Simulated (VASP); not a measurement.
# SiSe2 (Ibam) in VASP: single point with PBE

Aim: the single point of SiSe2 with PBE.

Everything below comes from runs of VASP 6.6.1. Logs are shortened: lines on timing, memory, paths and dates and some standing lists are left out, and cuts for length are marked.

### 1 The cell of the first run

It takes space group Ibam (No. 72, orthorhombic). The conventional cell has a = 5.760 Å, b = 6.030 Å, c = 9.760 Å, α = 90.00°, β = 90.00°, γ = 90.00°. Si (site symmetry 222) has 4 Se at 2.80 Å within 3.7 Å. Within 3.6 Å of Se (site symmetry m) lie 5 Se at 2.75 to 3.27 Å and 2 Si at 2.80 Å.

### 2 Single point, PBE

Contents of INCAR:

```
SYSTEM = SiSe2
PREC = Accurate
ENCUT = 500
EDIFF = 1E-6
ISMEAR = -1
SIGMA = 0.02
LREAL = .False.
LASPH = .True.
NELM = 120
ALGO = Normal
ISIF = 2
LWAVE = .False.
LCHARG = .False.
GGA = PE
NBANDS = 25
ISYM = 0
GGA_COMPAT = .False.
```

Contents of KPOINTS:

```
regular mesh
0
Gamma
  5 5 6
  0 0 0
```

Contents of POSCAR:

```
SiSe2
1.0
   -2.8800000000      3.0150000000      4.8800000000
    2.8800000000     -3.0150000000      4.8800000000
    2.8800000000      3.0150000000     -4.8800000000
Si Se
2 4
Direct
    0.2500000000      0.2500000000      0.0000000000
    0.7500000000      0.7500000000      0.0000000000
    0.1210000000      0.7980000000      0.9190000000
    0.8790000000      0.2020000000      0.0810000000
    0.6210000000      0.7020000000      0.3230000000
    0.3790000000      0.2980000000      0.6770000000
```

Potentials or basis: VASP PAW PBE potentials, release 64 (Si, Se).

Started as:

```console
$ cat potpaw_PBE.64/Si/POTCAR potpaw_PBE.64/Se/POTCAR > POTCAR
$ mpirun -np 1 vasp_std > vasp.out
```

OUTCAR:

```text
SYSTEM = SiSe2
   PREC = Accurate
   ENCUT = 500
   EDIFF = 1E-6
   ISMEAR = -1
   LREAL = .False.
   LASPH = .True.
   NELM = 120
   ISIF = 2
   GGA = PE
   ISYM = 0

 ion  position               nearest neighbor table
   1  0.250  0.250  0.000-   3 2.80   5 2.80   6 2.80   4 2.80
   2  0.750  0.750  0.000-   4 2.80   5 2.80   6 2.80   3 2.80
   3  0.121  0.798  0.919-   4 2.75   1 2.80   2 2.80
   4  0.879  0.202  0.081-   3 2.75   2 2.80   1 2.80
   5  0.621  0.702  0.323-   6 2.75   2 2.80   1 2.80
   6  0.379  0.298  0.677-   5 2.75   1 2.80   2 2.80

IMPORTANT INFORMATION: All symmetrisations will be switched off!
NOSYMM: (Re-)initialisation of all symmetry stuff for point group C_1.

----------------------------------------------------------------------------------------

                                     Primitive cell

  volume of cell :     169.4961

  direct lattice vectors                    reciprocal lattice vectors
    -2.880000000  3.015000000  4.880000000     0.000000000  0.165837479  0.102459016
     2.880000000 -3.015000000  4.880000000     0.173611111  0.000000000  0.102459016
     2.880000000  3.015000000 -4.880000000     0.173611111  0.165837479  0.000000000

  length of vectors
     6.418646664  6.418646664  6.418646664     0.194935681  0.201590347  0.240089332

  position of ions in fractional coordinates (direct lattice)
     0.250000000  0.250000000  0.000000000
     0.750000000  0.750000000  0.000000000
     0.121000000  0.798000000  0.919000000
     0.879000000  0.202000000  0.081000000
     0.621000000  0.702000000  0.323000000
     0.379000000  0.298000000  0.677000000

  ion indices of the primitive-cell ions
   primitive index   ion index
                 1           1
                 2           2
                 3           3
                 4           4
                 5           5
                 6           6

----------------------------------------------------------------------------------------

 KPOINTS: regular mesh

Automatic generation of k-mesh.
 Grid dimensions read from file:
 generate k-points for:    5    5    6

 Generating k-lattice:

  Cartesian coordinates                     Fractional coordinates (reciprocal lattice)
     0.000000000  0.033167496  0.020491803     0.200000000 -0.000000000  0.000000000
     0.034722222  0.000000000  0.020491803    -0.000000000  0.200000000  0.000000000
     0.028935185  0.027639580  0.000000000     0.000000000  0.000000000  0.166666667

  Length of vectors
     0.038987136  0.040318069  0.040014889

  Shift w.r.t. Gamma in fractional coordinates (k-lattice)
     0.000000000  0.000000000  0.000000000

 -----------------------------------------------------------------------------
|                                                                             |
|           W    W    AA    RRRRR   N    N  II  N    N   GGGG   !!!           |
|           W    W   A  A   R    R  NN   N  II  NN   N  G    G  !!!           |
|           W    W  A    A  R    R  N N  N  II  N N  N  G       !!!           |
|           W WW W  AAAAAA  RRRRR   N  N N  II  N  N N  G  GGG   !            |
|           WW  WW  A    A  R   R   N   NN  II  N   NN  G    G                |
|           W    W  A    A  R    R  N    N  II  N    N   GGGG   !!!           |
|                                                                             |
|     Your reciprocal lattice and k-lattice belong to different lattice       |
|     classes:                                                                |
|                                                                             |
|        The reciprocal lattice is face-centered orthorhombic,                |
|        whereas your k-lattice is triclinic.                                 |
|                                                                             |
|     Results are often still useful ...                                      |
|                                                                             |
 -----------------------------------------------------------------------------

 WARNING: IBZKPT: internal override: KBLOWUP is changed to .FALSE.
      ... skipping the blow-up phase ...

 Subroutine IBZKPT returns following result:
 ===========================================

 Found     76 irreducible k-points:

 Following reciprocal coordinates:
            Coordinates               Weight
  0.000000  0.000000  0.000000      1.000000
  0.200000  0.000000 -0.000000      2.000000
  0.400000 -0.000000  0.000000      2.000000
  0.000000  0.200000  0.000000      2.000000
  0.200000  0.200000 -0.000000      2.000000
  0.400000  0.200000  0.000000      2.000000
[... 16 lines left out ...]
 -0.200000  0.200000  0.166667      2.000000
  0.000000  0.400000  0.166667      2.000000
 [... further k-points ...]
   k-points           NKPTS =     76   k-points in BZ     NKDIM =     76   number of bands    NBANDS=     25
   number of dos      NEDOS =    301   number of ions     NIONS =      6
   total plane-waves  NPLWV = 110592
   dimension x,y,z NGX =    48 NGY =   48 NGZ =   48
   dimension x,y,z NGXF=    96 NGYF=   96 NGZF=   96
   ions per type =               2   4
   NGX,Y,Z   is equivalent  to a cutoff of  12.43, 12.43, 12.43 a.u.
   NGXF,Y,Z  is equivalent  to a cutoff of  24.86, 24.86, 24.86 a.u.
 SYSTEM =  SiSe2
   PREC   = accura    normal or accurate (medium, high low for compatibility)
   ISTART =      0    job   : 0-new  1-cont  2-samecut
   ICHARG =      2    charge: 1-file 2-atom 10-const
   ISPIN  =      1    spin polarized calculation?
   LNONCOLLINEAR =      F non collinear calculations
   LSORBIT =      F    spin-orbit coupling
   LASPH  =      T    aspherical Exc in radial PAW
   ENCUT  =  500.0 eV  36.75 Ry    6.06 a.u.  11.70 11.70 11.70*2*pi/ulx,y,z
   NELM   =    120;   NELMIN=  2; NELMDL= -5     # of ELM steps
   EDIFF  = 0.1E-05   stopping-criterion for ELM
   LREAL  =      F    real-space projection
   EDIFFG = 0.1E-04   stopping-criterion for IOM
   NSW    =      0    number of steps for IOM
   IBRION =     -1    ionic relax: 0-MD 1-quasi-New 2-CG
   NFREE  =      0    steps in history (QN), initial steepest desc. (CG)
   ISIF   =      2    stress and relaxation
   ISYM   =      0    0-nonsym 1-usesym 2-fastsym
   POTIM  = 0.5000    time-step for ionic-motion
   TEBEG  =    0.0;   TEEND  =   0.0 temperature during run
   PSTRESS=    0.0 pullay stress
   NELECT =      32.0000    total number of electrons
   NUPDOWN=      -1.0000    fix difference up-down
   EMIN   =  10.00;   EMAX   =-10.00  energy-range for DOS
   EFERMI =   0.00;   METHOD = LEGACY
   ISMEAR =    -1;   SIGMA  =   0.02  broadening in eV -4-tet -1-fermi 0-gaus
   EFERMI_NEDOS =   21; number of points for ismear=-14 and -15
   IALGO  =     38    algorithm
   IMIX   =      4    mixing-type and parameters
     AMIX     =   0.40;   BMIX     =  1.00
     AMIX_MAG =   1.60;   BMIX_MAG =  1.00
  volume/ion in A,a.u.               =      28.25       190.64
  Fermi-wavevector in a.u.,A,eV,Ry     =   0.939157  1.774750 12.000559  0.882016
  Thomas-Fermi vector in A             =   2.066441
   LORBIT       =      0    0 simple, 1 ext, 2 COOP (PROOUT), +10 PAW based schemes
   GGA     = PE    functional components
   LHFCALC =     F    Hartree Fock is set to
   AEXX    =    0.0000 exact exchange contribution
   IVDW    =     0    specifies the selected vdW correction
   LEPSILON=     F    determine dielectric tensor
   LRPA    =     F    only Hartree local field effects (RPA)
 non-spin polarized calculation
  energy-cutoff  :      500.00
  volume of cell :      169.50
 maximum number of plane-waves:      4333
   NGX = 23   NGY = 23   NGZ = 23

 number of electron      32.0000000 magnetization

 Free energy of the ion-electron system (eV)
  ---------------------------------------------------
  ext. energy  EPLUGINS =         0.00000000
  ---------------------------------------------------
  free energy    TOTEN  =       -20.59902158 eV

  energy without entropy =      -20.59149168  energy(sigma->0) =      -20.59525663

 E-fermi :   2.9758     XC(G=0):  -8.5882

 val. band max:        2.9646989390   @ k =  -0.2000  -0.0000   0.3333
 cond. band min:       2.9759198927   @ k =  -0.4000   0.4000   0.1667
 fundamental gap:      0.0112209536
 Fermi energy:         2.9757882806

 k-point     1 :       0.0000    0.0000    0.0000
  band No.  band energies     occupation
      1     -11.7961      2.00000
      2      -9.8995      2.00000
      3      -9.4048      2.00000
      4      -8.9466      2.00000
      5      -4.3520      2.00000
      6      -3.4158      2.00000
[... 17 lines left out ...]
     24       6.7105      0.00000
     25       7.5103      0.00000

 k-point     2 :       0.2000    0.0000   -0.0000
  band No.  band energies     occupation
      1     -11.6700      2.00000
      2     -10.2008      2.00000
      3      -9.3383      2.00000
      4      -8.9044      2.00000
      5      -4.4008      2.00000
      6      -3.8018      2.00000
[... 17 lines left out ...]
     24       7.1883      0.00000
     25       7.2678      0.00000

 k-point     3 :       0.4000   -0.0000    0.0000
  band No.  band energies     occupation
      1     -11.3093      2.00000
      2     -10.7745      2.00000
      3      -9.1655      2.00000
      4      -8.9748      2.00000
      5      -4.4219      2.00000
      6      -4.2368      2.00000
[... 17 lines left out ...]
     24       6.8460      0.00000
     25       8.5042      0.00000

 k-point     4 :       0.0000    0.2000    0.0000
  band No.  band energies     occupation
      1     -11.6673      2.00000
      2     -10.2138      2.00000
      3      -9.2612      2.00000
      4      -8.9594      2.00000
      5      -4.3886      2.00000
      6      -3.8081      2.00000
[... 17 lines left out ...]
     24       7.2785      0.00000
     25       7.3549      0.00000
[... 477 lines left out ...]
 k-point    22 :      -0.4000    0.2000    0.1667
  band No.  band energies     occupation
      1     -11.2883      2.00000
      2     -10.6371      2.00000
      3      -9.3161      2.00000
      4      -9.1059      2.00000
      5      -4.6615      2.00000
      6      -3.6511      2.00000
[... 17 lines left out ...]
     24       7.1854      0.00000
     25       8.3352      0.00000

 k-point    23 :      -0.2000    0.2000    0.1667
  band No.  band energies     occupation
      1     -11.4198      2.00000
      2     -10.6276      2.00000
      3      -9.1185      2.00000
      4      -8.9988      2.00000
      5      -4.7255      2.00000
      6      -3.4631      2.00000
[... 17 lines left out ...]
     24       7.5392      0.00000
     25       7.8155      0.00000

 k-point    24 :       0.0000    0.4000    0.1667
  band No.  band energies     occupation
      1     -11.1267      2.00000
      2     -10.8803      2.00000
      3      -9.2122      2.00000
      4      -9.0870      2.00000
      5      -4.6231      2.00000
      6      -4.0160      2.00000
[... 17 lines left out ...]
     24       6.7196      0.00000
     25       9.1336      0.00000

 [... further k-points ...]
[... 5 lines left out ...]
  --------------------------------------------------------------------------------------
  -------------------------------------------------------------------------------------
  Total       -2.6581914     -3.8105855     -4.8879684     -0.0276580     -0.0022262     -0.0151023
  in kB      -25.1268022    -36.0199139    -46.2039761     -0.2614399     -0.0210433     -0.1427558
  external PRESSURE =     -35.7835641 kB  Pullay stress =       0.0000000 kB

 VOLUME and BASIS-vectors are now :
 -----------------------------------------------------------------------------
  energy-cutoff  :      500.00
  volume of cell :      169.50
      direct lattice vectors                 reciprocal lattice vectors
    -2.880000000  3.015000000  4.880000000     0.000000000  0.165837479  0.102459016
     2.880000000 -3.015000000  4.880000000     0.173611111  0.000000000  0.102459016
     2.880000000  3.015000000 -4.880000000     0.173611111  0.165837479  0.000000000

 POSITION                                       TOTAL-FORCE (eV/Angst)
 -----------------------------------------------------------------------------------
      0.00000      0.00000      2.44000         0.006912      0.004260      0.010759
      0.00000      0.00000      7.32000        -0.006912     -0.004260     -0.010760
      4.59648      0.72963      0.00000         0.575512     -0.084060      0.009419
     -1.71648      2.28537      4.88000        -0.575512      0.084060     -0.009419
      1.16352      0.72963      4.88000        -0.578033     -0.123440      0.024869
      1.71648      2.28537      0.00000         0.578033      0.123441     -0.024868
 -----------------------------------------------------------------------------------
    total drift:                               -0.000000      0.000000      0.000001

  FREE ENERGIE OF THE ION-ELECTRON SYSTEM (eV)
  ---------------------------------------------------
  free  energy   TOTEN  =       -20.5990215775 eV

  energy  without entropy=      -20.5914916821  energy(sigma->0) =      -20.59525663
```

It took 4.5 min on 1 thread of Intel Xeon Platinum 8488C (Sapphire Rapids), shared host; peak memory 0.46 GiB.

Results:

```
Free energy            : -20.5990 eV
Pressure               : -3.6 GPa
Largest force          : 0.592 eV/Å
Band gap on the k mesh : zero (band 16 reaches 4.12 eV, above the bottom of band 17 at 2.76 eV)
```

Forces on the atoms (eV/Å):
```
Si   0.007  0.004  0.011
Si  -0.007 -0.004 -0.011
Se   0.576 -0.084  0.009
Se  -0.576  0.084 -0.009
Se  -0.578 -0.123  0.025
Se   0.578  0.123 -0.025
```

Levels at points of the mesh, in eV from the Fermi level:
```tsv
k point	band 12	band 13	band 14	band 15	band 16	band 17	band 18	band 19	band 20	band 21
(0.00, 0.00, 0.00)	-3.04	-2.81	-2.45	0.09	1.14	1.27	1.53	2.18	2.34	2.49
(0.00, 0.00, 0.50)	-3.16	-2.37	-1.15	-1.10	-0.42	0.11	0.49	0.68	1.21	2.45
```
